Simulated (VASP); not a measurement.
# V (Im-3m) in VASP: further runs

The runs below take V through single point, relaxation of cell and atoms, with PBEsol.

Everything below comes from runs of VASP 6.6.1. Logs are shortened: lines on timing, memory, paths and dates and some standing lists are left out, and cuts for length are marked.

### Step 1. The cell of the first run

The structure is cubic, space group Im-3m (No. 229). Conventional cell: a = 2.988 Å, b = 2.988 Å, c = 2.988 Å, α = 90.00°, β = 90.00°, γ = 90.00°. Within 3.4 Å of V (site symmetry m-3m) lie 14 V at 2.59 to 2.99 Å.

### Step 2. Single point, PBEsol (volume scaled by 1.03)

INCAR

```
SYSTEM = V
PREC = Accurate
ENCUT = 520
EDIFF = 1E-6
ISMEAR = 0
SIGMA = 0.1
LREAL = .False.
LASPH = .True.
NELM = 80
ALGO = Fast
ISIF = 2
LWAVE = .False.
LCHARG = .False.
GGA = PS
NBANDS = 12
```

KPOINTS

```
regular mesh
0
Gamma
  20 20 20
  0 0 0
```

POSCAR

```
V
1.0
   -1.4940733238      1.4940733238      1.4940733238
    1.4940733238     -1.4940733238      1.4940733238
    1.4940733238      1.4940733238     -1.4940733238
V
1
Direct
    0.0000000000      0.0000000000      0.0000000000
```

Potentials or basis: VASP PAW PBE potentials, release 64 (V_sv).

Run with:

```
> cat potpaw_PBE.64/V_sv/POTCAR > POTCAR
> mpirun -np 1 vasp_std > vasp.out
```

OUTCAR:

```text
SYSTEM = V
   PREC = Accurate
   ENCUT = 520
   EDIFF = 1E-6
   ISMEAR = 0
   LREAL = .False.
   LASPH = .True.
   NELM = 80
   ISIF = 2
   GGA = PS

 ion  position               nearest neighbor table
   1  0.000  0.000  0.000-

  LATTYP: Found a body centered cubic cell.
 ALAT       =     2.9881466476

  Lattice vectors:

 A1 = (  -1.4940733238,   1.4940733238,   1.4940733238)
 A2 = (   1.4940733238,  -1.4940733238,   1.4940733238)
 A3 = (   1.4940733238,   1.4940733238,  -1.4940733238)

Analysis of symmetry for initial positions (statically):
=====================================================================
 Subroutine PRICEL returns:
 Original cell was already a primitive cell.

 Routine SETGRP: Setting up the symmetry group for a
 body centered cubic supercell.

 Subroutine GETGRP returns: Found 48 space group operations
 (whereof 48 operations were pure point group operations)
 out of a pool of 48 trial point group operations.

The static configuration has the point symmetry O_h .

Analysis of symmetry for dynamics (positions and initial velocities):
=====================================================================
 Subroutine PRICEL returns:
 Original cell was already a primitive cell.

 Routine SETGRP: Setting up the symmetry group for a
 body centered cubic supercell.

 Subroutine GETGRP returns: Found 48 space group operations
 (whereof 48 operations were pure point group operations)
 out of a pool of 48 trial point group operations.

The dynamic configuration has the point symmetry O_h .

 Subroutine INISYM returns: Found 48 space group operations
 (whereof 48 operations are pure point group operations),
 and found     1 'primitive' translations

----------------------------------------------------------------------------------------

                                     Primitive cell

  volume of cell :      13.3406

  direct lattice vectors                    reciprocal lattice vectors
    -1.494073324  1.494073324  1.494073324     0.000000000  0.334655597  0.334655597
     1.494073324 -1.494073324  1.494073324     0.334655597  0.000000000  0.334655597
[... 80 lines left out ...]
   LASPH  =      T    aspherical Exc in radial PAW
   ENCUT  =  520.0 eV  38.22 Ry    6.18 a.u.   4.81  4.81  4.81*2*pi/ulx,y,z
   NELM   =     80;   NELMIN=  2; NELMDL= -5     # of ELM steps
   EDIFF  = 0.1E-05   stopping-criterion for ELM
   LREAL  =      F    real-space projection
   EDIFFG = 0.1E-04   stopping-criterion for IOM
   NSW    =      0    number of steps for IOM
   IBRION =     -1    ionic relax: 0-MD 1-quasi-New 2-CG
   NFREE  =      0    steps in history (QN), initial steepest desc. (CG)
   ISIF   =      2    stress and relaxation
   ISYM   =      2    0-nonsym 1-usesym 2-fastsym
   POTIM  = 0.5000    time-step for ionic-motion
   TEBEG  =    0.0;   TEEND  =   0.0 temperature during run
   PSTRESS=    0.0 pullay stress
   NELECT =      13.0000    total number of electrons
   NUPDOWN=      -1.0000    fix difference up-down
   EMIN   =  10.00;   EMAX   =-10.00  energy-range for DOS
   EFERMI =   0.00;   METHOD = LEGACY
   ISMEAR =     0;   SIGMA  =   0.10  broadening in eV -4-tet -1-fermi 0-gaus
   EFERMI_NEDOS =   21; number of points for ismear=-14 and -15
   IALGO  =     68    algorithm
   IMIX   =      4    mixing-type and parameters
     AMIX     =   0.40;   BMIX     =  1.00
     AMIX_MAG =   1.60;   BMIX_MAG =  1.00
  volume/ion in A,a.u.               =      13.34        90.03
  Fermi-wavevector in a.u.,A,eV,Ry     =   1.623046  3.067111 35.841512  2.634277
  Thomas-Fermi vector in A             =   2.716560
   LORBIT       =      0    0 simple, 1 ext, 2 COOP (PROOUT), +10 PAW based schemes
   GGA     = PS    functional components
   LHFCALC =     F    Hartree Fock is set to
   AEXX    =    0.0000 exact exchange contribution
   IVDW    =     0    specifies the selected vdW correction
   LEPSILON=     F    determine dielectric tensor
   LRPA    =     F    only Hartree local field effects (RPA)
 non-spin polarized calculation
 RMM-DIIS sequential band-by-band and
 Gauss-broadening in eV      SIGMA  =   0.10
  energy-cutoff  :      520.00
  volume of cell :       13.34
 maximum number of plane-waves:       370
   NGX =  9   NGY =  9   NGZ =  9

 number of electron      12.9999990 magnetization

 Free energy of the ion-electron system (eV)
  ---------------------------------------------------
  ext. energy  EPLUGINS =         0.00000000
  ---------------------------------------------------
  free energy    TOTEN  =        -9.63297967 eV

  energy without entropy =       -9.62432313  energy(sigma->0) =       -9.62865140

 E-fermi :   9.6761     XC(G=0): -13.1114

 val. band max:        9.6752199958   @ k =  -0.2000   0.2500   0.0500
 cond. band min:       9.6767657208   @ k =   0.3000   0.0500   0.0000
 fundamental gap:      0.0015457251
 Fermi energy:         9.6760512584

 k-point     1 :       0.0000    0.0000    0.0000
  band No.  band energies     occupation
      1     -53.7874      2.00000
      2     -27.1720      2.00000
      3     -27.1720      2.00000
      4     -27.1720      2.00000
      5       3.0627      2.00000
      6      10.0929      0.00000
      7      10.0929      0.00000
      8      10.0929      0.00000
      9      12.1213      0.00000
     10      12.1213      0.00000
     11      30.2448      0.00000
     12      30.2448      0.00000
[... 331 lines left out ...]
 k-point    24 :       0.2500    0.1000    0.0000
  band No.  band energies     occupation
      1     -53.6427      2.00000
      2     -27.8054      2.00000
      3     -27.3752      2.00000
      4     -27.2082      2.00000
      5       6.0871      2.00000
      6       9.0125      2.00000
      7       9.3992      1.99991
      8      11.7444      0.00000
      9      12.4161      0.00000
     10      12.6966      0.00000
     11      24.4168      0.00000
     12      26.8781      0.00000

 [... further k-points ...]
[... 5 lines left out ...]
  --------------------------------------------------------------------------------------
  -------------------------------------------------------------------------------------
  Total       -0.4358939     -0.4358939     -0.4358939      0.0000000     -0.0000000      0.0000000
  in kB      -52.3498739    -52.3498739    -52.3498739      0.0000000     -0.0000000      0.0000000
  external PRESSURE =     -52.3498739 kB  Pullay stress =       0.0000000 kB

 VOLUME and BASIS-vectors are now :
 -----------------------------------------------------------------------------
  energy-cutoff  :      520.00
  volume of cell :       13.34
      direct lattice vectors                 reciprocal lattice vectors
    -1.494073324  1.494073324  1.494073324     0.000000000  0.334655597  0.334655597
     1.494073324 -1.494073324  1.494073324     0.334655597  0.000000000  0.334655597
     1.494073324  1.494073324 -1.494073324     0.334655597  0.334655597  0.000000000

 POSITION                                       TOTAL-FORCE (eV/Angst)
 -----------------------------------------------------------------------------------
      0.00000      0.00000      0.00000        -0.000000      0.000000     -0.000000
 -----------------------------------------------------------------------------------
    total drift:                                0.000000     -0.000000      0.000000

  FREE ENERGIE OF THE ION-ELECTRON SYSTEM (eV)
  ---------------------------------------------------
  free  energy   TOTEN  =        -9.6329796703 eV

  energy  without entropy=       -9.6243231303  energy(sigma->0) =       -9.62865140
```

It took 13 s on 1 thread of Intel Xeon 6975P-C (Granite Rapids), shared host; peak memory 0.15 GiB.

What came out:

```yaml
Free_energy: -9.6330 eV
Pressure: -5.2 GPa
```

Levels at points of the mesh, in eV from the Fermi level:
```tsv
k point	band 3	band 4	band 5	band 6	band 7	band 8	band 9	band 10	band 11	band 12
(0.00, 0.00, 0.00)	-36.85	-36.85	-6.61	0.42	0.42	0.42	2.45	2.45	20.57	20.57
(0.50, 0.00, 0.00)	-37.14	-36.86	-3.21	-1.15	1.69	2.45	2.81	4.19	10.30	15.96
(0.50, 0.50, 0.50)	-37.49	-37.49	-3.05	-3.05	3.79	3.79	3.79	10.27	10.27	10.27
```

Caveat: the cell differs from its parent crystal (volume scaled by 1.03); the PAW data sets were made with another functional, which shifts forces and pressure a little.

### Step 3. Single point, PBEsol (volume scaled by 1.06)

INCAR

```
SYSTEM = V
PREC = Accurate ; ENCUT = 520
EDIFF = 1E-6 ; ISMEAR = 0
SIGMA = 0.1 ; LREAL = .FALSE.
LASPH = .TRUE. ; NELM = 60
ALGO = Normal ; ISIF = 2
LWAVE = .FALSE. ; LCHARG = .FALSE.
GGA = PS ; NBANDS = 12
```

KPOINTS

```
regular mesh
0
G
  20 20 20
  0 0 0
```

POSCAR

```
V
1.0
   -1.5084402948      1.5084402948      1.5084402948
    1.5084402948     -1.5084402948      1.5084402948
    1.5084402948      1.5084402948     -1.5084402948
V
1
Direct
    0.0000000000      0.0000000000      0.0000000000
```

Potentials or basis: VASP PAW PBE potentials, release 64 (V_sv).

Run with:

```
> cat potpaw_PBE.64/V_sv/POTCAR > POTCAR
> mpirun -np 1 vasp_std > vasp.out
```

OUTCAR:

```text
SYSTEM = V
   PREC = Accurate
   ENCUT = 520
   EDIFF = 1E-6
   ISMEAR = 0
   LREAL = .FALSE.
   LASPH = .TRUE.
   NELM = 60
   ISIF = 2
   GGA = PS

 ion  position               nearest neighbor table
   1  0.000  0.000  0.000-

  LATTYP: Found a body centered cubic cell.
 ALAT       =     3.0168805896

  Lattice vectors:

 A1 = (  -1.5084402948,   1.5084402948,   1.5084402948)
 A2 = (   1.5084402948,  -1.5084402948,   1.5084402948)
 A3 = (   1.5084402948,   1.5084402948,  -1.5084402948)

Analysis of symmetry for initial positions (statically):
=====================================================================
 Subroutine PRICEL returns:
 Original cell was already a primitive cell.

 Routine SETGRP: Setting up the symmetry group for a
 body centered cubic supercell.

 Subroutine GETGRP returns: Found 48 space group operations
 (whereof 48 operations were pure point group operations)
 out of a pool of 48 trial point group operations.

The static configuration has the point symmetry O_h .
[... 164 lines left out ...]
 Fermi energy:         9.3223278853

 k-point     1 :       0.0000    0.0000    0.0000
  band No.  band energies     occupation
      1     -54.1757      2.00000
      2     -27.6066      2.00000
      3     -27.6066      2.00000
      4     -27.6066      2.00000
      5       2.7711      2.00000
      6       9.7325      0.00000
      7       9.7325      0.00000
      8       9.7325      0.00000
      9      11.6882      0.00000
     10      11.6882      0.00000
     11      29.6657      0.00000
     12      29.6657      0.00000
[... 331 lines left out ...]
 k-point    24 :       0.2500    0.1000    0.0000
  band No.  band energies     occupation
      1     -54.0465      2.00000
      2     -28.1847      2.00000
      3     -27.7929      2.00000
      4     -27.6393      2.00000
      5       5.7569      2.00000
      6       8.6947      2.00000
      7       9.0514      1.99987
      8      11.3249      0.00000
      9      11.9670      0.00000
     10      12.2331      0.00000
     11      23.6959      0.00000
     12      26.2234      0.00000

 [... further k-points ...]

------------------------ aborting loop because EDIFF is reached ----------------------------------------

  FORCE on cell =-STRESS in cart. coord.  units (eV):
  Direction    XX          YY          ZZ          XY          YZ          ZX
  --------------------------------------------------------------------------------------
  -------------------------------------------------------------------------------------
  Total       -0.8674482     -0.8674482     -0.8674482      0.0000000      0.0000000     -0.0000000
  in kB     -101.2301210   -101.2301210   -101.2301210      0.0000000      0.0000000     -0.0000000
  external PRESSURE =    -101.2301210 kB  Pullay stress =       0.0000000 kB

 VOLUME and BASIS-vectors are now :
 -----------------------------------------------------------------------------
  energy-cutoff  :      520.00
  volume of cell :       13.73
      direct lattice vectors                 reciprocal lattice vectors
    -1.508440295  1.508440295  1.508440295     0.000000000  0.331468207  0.331468207
     1.508440295 -1.508440295  1.508440295     0.331468207  0.000000000  0.331468207
     1.508440295  1.508440295 -1.508440295     0.331468207  0.331468207  0.000000000

 POSITION                                       TOTAL-FORCE (eV/Angst)
 -----------------------------------------------------------------------------------
      0.00000      0.00000      0.00000        -0.000000      0.000000     -0.000000
 -----------------------------------------------------------------------------------
    total drift:                                0.000000     -0.000000      0.000000

  FREE ENERGIE OF THE ION-ELECTRON SYSTEM (eV)
  ---------------------------------------------------
  free  energy   TOTEN  =        -9.6142797026 eV

  energy  without entropy=       -9.6053747772  energy(sigma->0) =       -9.60982724
```

OSZICAR:

```text
N       E                     dE             d eps       ncg     rms          rms(c)
DAV:   1     0.891383966797E+02    0.89138E+02   -0.69892E+03  6152   0.118E+03
DAV:   2    -0.995784156753E+01   -0.99096E+02   -0.96162E+02  6296   0.328E+02
DAV:   3    -0.112248581896E+02   -0.12670E+01   -0.12633E+01  6820   0.433E+01
DAV:   4    -0.112312660460E+02   -0.64079E-02   -0.64078E-02  6620   0.329E+00
DAV:   5    -0.112313434910E+02   -0.77445E-04   -0.77444E-04  6752   0.340E-01    0.188E+01
DAV:   6    -0.964332083091E+01    0.15880E+01   -0.37163E+00  6388   0.317E+01    0.138E+00
DAV:   7    -0.962428294621E+01    0.19038E-01   -0.38447E-02  6400   0.259E+00    0.933E-01
DAV:   8    -0.961423528222E+01    0.10048E-01   -0.45804E-03  6720   0.103E+00    0.732E-02
DAV:   9    -0.961427436703E+01   -0.39085E-04   -0.27615E-04  6192   0.251E-01    0.431E-02
DAV:  10    -0.961427955566E+01   -0.51886E-05   -0.12477E-05  6708   0.579E-02    0.620E-03
DAV:  11    -0.961427970261E+01   -0.14694E-06   -0.13018E-06  5468   0.193E-02
   1 F= -.96142797E+01 E0= -.96098272E+01  d E =-.890493E-02
```

stdout:

```text
POSCAR found type information on POSCAR V
 POSCAR found :  1 types and       1 ions
 scaLAPACK will be used
 -----------------------------------------------------------------------------
|                                                                             |
|                                                                             |
|     You enforced a specific xc type in the INCAR file but a different       |
|     I HOPE YOU KNOW WHAT YOU ARE DOING!                                     |
|                                                                             |
 -----------------------------------------------------------------------------

 LDA part: xc-table for (Slater+PW92), standard interpolation
 POSCAR, INCAR and KPOINTS ok, starting setup
 FFT: planning ... GRIDC
 FFT: planning ... GRID_SOFT
 FFT: planning ... GRID
 WAVECAR not read
 entering main loop
```

Run time: 12 s. Hardware: 1 thread of Intel Xeon 6975P-C (Granite Rapids), shared host; peak memory 0.15 GiB.

What came out:

```
Free energy : -9.6143 eV
Pressure    : -10.1 GPa
```

Levels at points of the mesh, in eV from the Fermi level:
| k point | band 3 | band 4 | band 5 | band 6 | band 7 | band 8 | band 9 | band 10 | band 11 | band 12 |
| --- | --- | --- | --- | --- | --- | --- | --- | --- | --- | --- |
| (0.00, 0.00, 0.00) | -36.93 | -36.93 | -6.55 | 0.41 | 0.41 | 0.41 | 2.37 | 2.37 | 20.34 | 20.34 |
| (0.50, 0.00, 0.00) | -37.20 | -36.94 | -3.12 | -1.09 | 1.58 | 2.37 | 2.71 | 4.04 | 9.94 | 15.75 |
| (0.50, 0.50, 0.50) | -37.52 | -37.52 | -2.92 | -2.92 | 3.66 | 3.66 | 3.66 | 10.00 | 10.00 | 10.00 |

Caveat: the cell differs from its parent crystal (volume scaled by 1.06); the PAW data sets were made with another functional, which shifts forces and pressure a little.

### Step 4. Single point, PBEsol

This run uses another cell than the first one, of 13.89 Å³/atom, 1.041 times its volume.

INCAR

```
SYSTEM = V
  PREC = Accurate
  ENCUT = 520
  EDIFF = 1E-7
  ISMEAR = 0
  SIGMA = 0.1
  LREAL = .False.
  LASPH = .True.
  NELM = 60
  ALGO = Normal
  ISIF = 2
  LWAVE = .False.
  LCHARG = .False.
  GGA = PS
  NBANDS = 12
```

KPOINTS

```
regular mesh
0
Gamma
  20 20 20
  0 0 0
```

POSCAR

```
V
1.0
   -1.5143500000      1.5143500000      1.5143500000
    1.5143500000     -1.5143500000      1.5143500000
    1.5143500000      1.5143500000     -1.5143500000
V
1
Direct
    0.0000000000      0.0000000000      0.0000000000
```

Potentials or basis: VASP PAW PBE potentials, release 64 (V_sv).

Run with:

```
> cat potpaw_PBE.64/V_sv/POTCAR > POTCAR
> mpirun -np 1 vasp_std > vasp.out
```

OUTCAR:

```text
SYSTEM = V
   PREC = Accurate
   ENCUT = 520
   EDIFF = 1E-7
   ISMEAR = 0
   LREAL = .False.
   LASPH = .True.
   NELM = 60
   ISIF = 2
   GGA = PS

 ion  position               nearest neighbor table
   1  0.000  0.000  0.000-

  LATTYP: Found a body centered cubic cell.
 ALAT       =     3.0287000000

  Lattice vectors:

 A1 = (  -1.5143500000,   1.5143500000,   1.5143500000)
 A2 = (   1.5143500000,  -1.5143500000,   1.5143500000)
 A3 = (   1.5143500000,   1.5143500000,  -1.5143500000)

Analysis of symmetry for initial positions (statically):
=====================================================================
 Subroutine PRICEL returns:
 Original cell was already a primitive cell.

 Routine SETGRP: Setting up the symmetry group for a
 body centered cubic supercell.

 Subroutine GETGRP returns: Found 48 space group operations
 (whereof 48 operations were pure point group operations)
 out of a pool of 48 trial point group operations.

[... 159 lines left out ...]

 E-fermi :   9.1802     XC(G=0): -12.8899

 val. band max:        9.1777710425   @ k =  -0.3500   0.4000   0.1500
 cond. band min:       9.1828696844   @ k =   0.3500   0.1500   0.1000
 fundamental gap:      0.0050986419
 Fermi energy:         9.1802277839

 k-point     1 :       0.0000    0.0000    0.0000
  band No.  band energies     occupation
      1     -54.3327      2.00000
      2     -27.7813      2.00000
      3     -27.7813      2.00000
      4     -27.7813      2.00000
      5       2.6556      2.00000
      6       9.5872      0.00000
      7       9.5872      0.00000
      8       9.5872      0.00000
      9      11.5139      0.00000
     10      11.5139      0.00000
     11      29.4317      0.00000
     12      29.4317      0.00000
[... 331 lines left out ...]
 k-point    24 :       0.2500    0.1000   -0.0000
  band No.  band energies     occupation
      1     -54.2094      2.00000
      2     -28.3381      2.00000
      3     -27.9611      2.00000
      4     -27.8127      2.00000
      5       5.6251      2.00000
      6       8.5665      2.00000
      7       8.9119      1.99985
      8      11.1560      0.00000
      9      11.7863      0.00000
     10      12.0469      0.00000
     11      23.4062      0.00000
     12      25.9591      0.00000

 [... further k-points ...]
[... 5 lines left out ...]
  --------------------------------------------------------------------------------------
  -------------------------------------------------------------------------------------
  Total       -1.0331419     -1.0331419     -1.0331419      0.0000000     -0.0000000     -0.0000000
  in kB     -119.1603580   -119.1603580   -119.1603580      0.0000000     -0.0000000     -0.0000000
  external PRESSURE =    -119.1603580 kB  Pullay stress =       0.0000000 kB

 VOLUME and BASIS-vectors are now :
 -----------------------------------------------------------------------------
  energy-cutoff  :      520.00
  volume of cell :       13.89
      direct lattice vectors                 reciprocal lattice vectors
    -1.514350000  1.514350000  1.514350000     0.000000000  0.330174662  0.330174662
     1.514350000 -1.514350000  1.514350000     0.330174662  0.000000000  0.330174662
     1.514350000  1.514350000 -1.514350000     0.330174662  0.330174662  0.000000000

 POSITION                                       TOTAL-FORCE (eV/Angst)
 -----------------------------------------------------------------------------------
      0.00000      0.00000      0.00000        -0.000000      0.000000      0.000000
 -----------------------------------------------------------------------------------
    total drift:                                0.000000     -0.000000      0.000000

  FREE ENERGIE OF THE ION-ELECTRON SYSTEM (eV)
  ---------------------------------------------------
  free  energy   TOTEN  =        -9.6031889707 eV

  energy  without entropy=       -9.5941718418  energy(sigma->0) =       -9.59868041
```

Run time: 12 s. Hardware: 1 thread of Intel Xeon 6975P-C (Granite Rapids), shared host; peak memory 0.15 GiB.

Results:

```yaml
Free_energy: -9.6032 eV
Pressure: -11.9 GPa
```

Caveat: the PAW data sets were made with another functional, which shifts forces and pressure a little.

(Part 1 of 2 ends here.)
